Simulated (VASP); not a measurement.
# Sn3Se2S (P-3m1) in VASP: notebook, part 2 of 2

VASP 6.6.1.

## (4) Relaxation of cell and atoms, PBE

This run uses another cell than the first one, of 27.39 Å³/atom, 1.023 times its volume.

File INCAR:

```
SYSTEM = Sn3Se2S
PREC     = Accurate       ! precision mode
ENCUT    = 600            ! plane-wave cutoff, eV
EDIFF    = 1E-6           ! SCF threshold, eV
ISMEAR   = 0              ! smearing method
SIGMA    = 0.1            ! smearing width, eV
LREAL    = .False.        ! projectors in reciprocal space
LASPH    = .True.         ! aspherical terms in the spheres
NELM     = 60             ! most SCF steps
ALGO     = Normal         ! electronic algorithm
ISIF     = 3              ! what is computed and relaxed
LWAVE    = .False.        ! write WAVECAR
LCHARG   = .False.        ! write CHGCAR
GGA      = PE             ! functional
IBRION   = 2              ! ionic algorithm
NSW      = 90             ! ionic steps
EDIFFG   = -0.04          ! ionic threshold
```

File KPOINTS:

```
Automatic mesh
0
Gamma
  6 6 2
  0 0 0
```

File POSCAR:

```
Sn3Se2S
1.0
    4.2629328200      0.0000000000      0.0000000000
   -2.1314664100      3.6918081100      0.0000000000
    0.0000000000      0.0000000000     10.4420102000
Sn Se S
3 2 1
Direct
    0.6666666700      0.3333333300      0.8333333300
    0.0000000000      0.0000000000      0.5000000000
    0.3333333300      0.6666666700      0.1666666700
    0.3333333300      0.6666666700      0.6666666700
    0.6666666700      0.3333333300      0.3333333300
    0.0000000000      0.0000000000      0.0000000000
```

Potentials or basis: VASP PAW PBE potentials, release 64 (Sn_d, Se, S).

On the command line:

```console
cat potpaw_PBE.64/Sn_d/POTCAR potpaw_PBE.64/Se/POTCAR potpaw_PBE.64/S/POTCAR > POTCAR
mpirun -np 1 vasp_std > vasp.out
```

OUTCAR:

```text
SYSTEM = Sn3Se2S
   PREC = Accurate
   ENCUT = 600
   EDIFF = 1E-6
   ISMEAR = 0
   LREAL = .False.
   LASPH = .True.
   NELM = 60
   ISIF = 3
   GGA = PE
   IBRION = 2
   NSW = 90
   EDIFFG = -0.04

 ion  position               nearest neighbor table
   1  0.667  0.333  0.833-   4 3.01   4 3.01   6 3.01   4 3.01   6 3.01   6 3.01
   2  0.000  0.000  0.500-   4 3.01   5 3.01   4 3.01   5 3.01   5 3.01   4 3.01
   3  0.333  0.667  0.167-   5 3.01   5 3.01   6 3.01   5 3.01   6 3.01   6 3.01
   4  0.333  0.667  0.667-   1 3.01   1 3.01   2 3.01   1 3.01   2 3.01   2 3.01
   5  0.667  0.333  0.333-   3 3.01   3 3.01   2 3.01   3 3.01   2 3.01   2 3.01
   6  0.000  0.000  0.000-   1 3.01   3 3.01   3 3.01   1 3.01   1 3.01   3 3.01

  LATTYP: Found a hexagonal cell.
 ALAT       =     4.2629328200
[... 188 lines left out ...]
  -------------------------------------------------------------------------------------
  Total       -1.1258477     -1.1258477     -1.0910407      0.0000000     -0.0000000      0.0000000
  in kB      -10.9763644    -10.9763643    -10.6370161      0.0000000     -0.0000000      0.0000000
  external PRESSURE =     -10.8632483 kB  Pullay stress =       0.0000000 kB
[... 267 lines left out ...]
--------------------------------------- Ionic step        8  -------------------------------------------

 number of electron      60.0000012 magnetization

 Free energy of the ion-electron system (eV)
  ---------------------------------------------------
  ext. energy  EPLUGINS =         0.00000000
  ---------------------------------------------------
  free energy    TOTEN  =       -25.22525445 eV

  energy without entropy =      -25.22524279  energy(sigma->0) =      -25.22524862

 E-fermi :   5.9520     XC(G=0):  -9.5889

 val. band max:        5.7124542787   @ k =   0.0000   0.0000   0.5000
 cond. band min:       6.1986971728   @ k =   0.5000  -0.0000   0.5000
 fundamental gap:      0.4862428941
 Fermi energy:         5.9519942900

 k-point     1 :       0.0000    0.0000    0.0000
  band No.  band energies     occupation
      1     -15.9529      2.00000
      2     -15.9529      2.00000
      3     -15.9509      2.00000
      4     -15.9503      2.00000
      5     -15.9502      2.00000
      6     -15.9502      2.00000
[... 568 lines left out ...]
  FREE ENERGIE OF THE ION-ELECTRON SYSTEM (eV)
  ---------------------------------------------------
  free  energy   TOTEN  =       -25.2252544528 eV

  energy  without entropy=      -25.2252427899  energy(sigma->0) =      -25.22524862

 reached required accuracy - stopping structural energy minimisation
```

CONTCAR:

```text
Sn3Se2S
   1.00000000000000
     4.2302275093456148   -0.0000000000000000   -0.0000000000000000
    -2.1151137546728074    3.6634844802943975    0.0000000000000000
    -0.0000000000000000   -0.0000000000000000   10.3776035076665014
  Sn              Se              S
     3     2     1
Direct
     0.6666666699999979    0.3333333300000021    0.8419691622032380
     0.0000000000000000    0.0000000000000000    0.5000000000000000
     0.3333333300000021    0.6666666699999979    0.1580308377967619
     0.3333333300000021    0.6666666699999979    0.6708969520903844
     0.6666666699999979    0.3333333300000021    0.3291030479096156
     0.0000000000000000    0.0000000000000000    1.0000000000000000

  0.00000000E+00  0.00000000E+00  0.00000000E+00
  0.00000000E+00  0.00000000E+00  0.00000000E+00
  0.00000000E+00  0.00000000E+00  0.00000000E+00
  0.00000000E+00  0.00000000E+00  0.00000000E+00
  0.00000000E+00  0.00000000E+00  0.00000000E+00
  0.00000000E+00  0.00000000E+00  0.00000000E+00
```

Wall time 5.9 min (1 thread of Intel Xeon 6975P-C (Granite Rapids), shared host); peak memory 0.38 GiB.

What came out:

| Item | Value |
| --- | --- |
| Free energy | -25.2253 eV |
| Relaxed volume | 26.80 Å³/atom |
| Relaxed cell | a = 4.230 Å, b = 4.230 Å, c = 10.378 Å, α = 90.00°, β = 90.00°, γ = 120.00° |
| Space group after relaxing (to 0.05 Å) | P-3m1 (No. 164) |
| Energy gained by relaxing | 10.0 meV/atom |
| Ionic steps | 8 |
| Pressure after relaxing | -0.2 GPa |
| Largest force after relaxing | 0.019 eV/Å |
| Band gap on the k mesh | 0.49 eV, indirect (least direct gap 0.50 eV) |

Forces on the atoms (eV/Å):
```
Sn   0.000  0.000  0.011
Sn   0.000  0.000  0.000
Sn   0.000  0.000 -0.011
Se   0.000  0.000  0.019
Se   0.000  0.000 -0.019
S    0.000  0.000  0.000
```

Step by step:
```tsv
step	energy change (eV)	largest force (eV/Å)	pressure (GPa)	volume (Å³)
1	0.0000	0.4726	-1.09	164.34
2	-0.0314	0.3547	0.20	159.96
3	-0.0328	0.3198	0.55	158.80
4	-0.0477	0.1614	0.33	159.44
5	-0.0544	0.1711	0.05	160.19
6	-0.0545	0.1757	0.02	160.28
7	-0.0579	0.1136	-0.06	160.49
8	-0.0602	0.0193	-0.17	160.83
```

Final structure:
```yaml
crystal:
  lattice:
    - [4.23023, 0.00000, 0.00000]
    - [-2.11511, 3.66348, 0.00000]
    - [0.00000, 0.00000, 10.37760]
  atoms:
    - { symbol: Sn, position: [0.66667, 0.33333, 0.84197] }
    - { symbol: Sn, position: [0.00000, 0.00000, 0.50000] }
    - { symbol: Sn, position: [0.33333, 0.66667, 0.15803] }
    - { symbol: Se, position: [0.33333, 0.66667, 0.67090] }
    - { symbol: Se, position: [0.66667, 0.33333, 0.32910] }
    - { symbol: S, position: [0.00000, 0.00000, 0.00000] }
```

Levels at points of the mesh, in eV from the valence-band top:
```csv
k point,band 28,band 29,band 30,band 31,band 32,band 33
"(0.00, 0.00, 0.00)",-1.96,-0.65,-0.62,1.39,1.46,1.80
"(0.50, 0.00, 0.00)",-2.50,-1.32,-1.31,1.47,1.59,2.27
"(0.00, 0.00, 0.50)",-1.60,-1.57,0.00,0.51,1.31,1.31
"(0.50, 0.00, 0.50)",-2.06,-2.03,-0.02,0.49,1.30,1.31
```

Caveat: spin-orbit coupling is left out, which moves the levels of the heavy elements. A k mesh can miss the band edges.

## (5) Single point, PBE

This run uses another cell than the first one, of 26.88 Å³/atom, 1.004 times its volume.

File INCAR:

```
  PREC = Accurate
  ENCUT = 520
  EDIFF = 1E-7
  ISMEAR = 0
  SIGMA = 0.02
  LREAL = False
  LASPH = True
  NELM = 60
  ALGO = Normal
  ISIF = 2
  LWAVE = False
  LCHARG = True
  GGA = PE
  LELF = True
  LVHAR = True
  NBANDS = 39
```

File KPOINTS:

```
Automatic mesh
0
Gamma
  12 12 4
```

File POSCAR:

```
Sn3Se2S
1.0
    4.2375481264      0.0000000000      0.0000000000
   -2.1187740632      3.6698243272      0.0000000000
    0.0000000000      0.0000000000     10.3723164583
Sn Se S
3 2 1
Direct
    0.6666666667      0.3333333333      0.8422687893
    0.0000000000      0.0000000000      0.5000000000
    0.3333333333      0.6666666667      0.1577312107
    0.3333333333      0.6666666667      0.6710895182
    0.6666666667      0.3333333333      0.3289104818
    0.0000000000      0.0000000000      0.0000000000
```

On the command line:

```console
cat potpaw_PBE.64/Sn_d/POTCAR potpaw_PBE.64/Se/POTCAR potpaw_PBE.64/S/POTCAR > POTCAR
mpirun -np 1 vasp_std > vasp.out
```

It took 3.6 min on 1 thread of Intel Xeon 6975P-C (Granite Rapids), shared host; peak memory 0.51 GiB.

Results (log left out):

```yaml
Free_energy: -25.1888 eV
Pressure: 0.0 GPa
Largest_force: 0.008 eV/Å
Band_gap_on_the_k_mesh: 0.41 eV, indirect (least direct gap 0.49 eV)
```

Forces on the atoms (eV/Å):
```
Sn   0.000  0.000  0.008
Sn   0.000  0.000  0.000
Sn   0.000  0.000 -0.008
Se   0.000  0.000  0.001
Se   0.000  0.000 -0.001
S    0.000  0.000  0.000
```

Levels at points of the mesh, in eV from the valence-band top:
```
           k point  band 27  band 28  band 29  band 30  band 31  band 32  band 33  band 34
(0.00, 0.00, 0.00)    -1.94    -1.94    -0.64    -0.61     1.39     1.45     1.79     1.79
(0.50, 0.00, 0.00)    -2.70    -2.48    -1.31    -1.30     1.48     1.60     2.27     2.39
(0.00, 0.00, 0.50)    -1.90    -1.58    -1.54     0.00     0.50     1.30     1.30     3.02
(0.50, 0.00, 0.50)    -2.89    -2.03    -2.01     0.00     0.49     1.32     1.32     3.35
```

Caveat: spin-orbit coupling is left out, which moves the levels of the heavy elements.

## (6) Overview

```tsv
task	cell	k mesh	cutoff (eV)	smearing	gap on the mesh (eV)	pressure (GPa)	largest force (eV/Å)
single point	a = 4.235, b = 4.235, c = 10.342 Å, angles 90.0, 90.0, 120.0°, 6 atoms	6 × 6 × 2	520	gaussian 0.1 eV	0.50	-0.2	0.01
single point	a = 4.263, b = 4.263, c = 10.442 Å, angles 90.0, 90.0, 120.0°, 6 atoms	6 × 6 × 2	520	gaussian 0.1 eV	0.41	-1.1	0.47
relaxation of cell and atoms	relaxed from a = 4.263, b = 4.263, c = 10.442 Å, angles 90.0, 90.0, 120.0°, 6 atoms	6 × 6 × 2	600	gaussian 0.1 eV	0.49	-0.2	0.02
single point	a = 4.238, b = 4.238, c = 10.372 Å, angles 90.0, 90.0, 120.0°, 6 atoms	12 × 12 × 4	520	gaussian 0.02 eV	0.41	0.0	0.01
```

Alike in all rows: level PBE; potentials or basis VASP PAW PBE potentials, release 64 (Sn_d, Se, S); no spin polarisation.

Caveats: spin-orbit coupling is left out, which moves the levels of the heavy elements.

Total energies depend on the potentials used, so only differences within one code and one set of settings carry meaning.
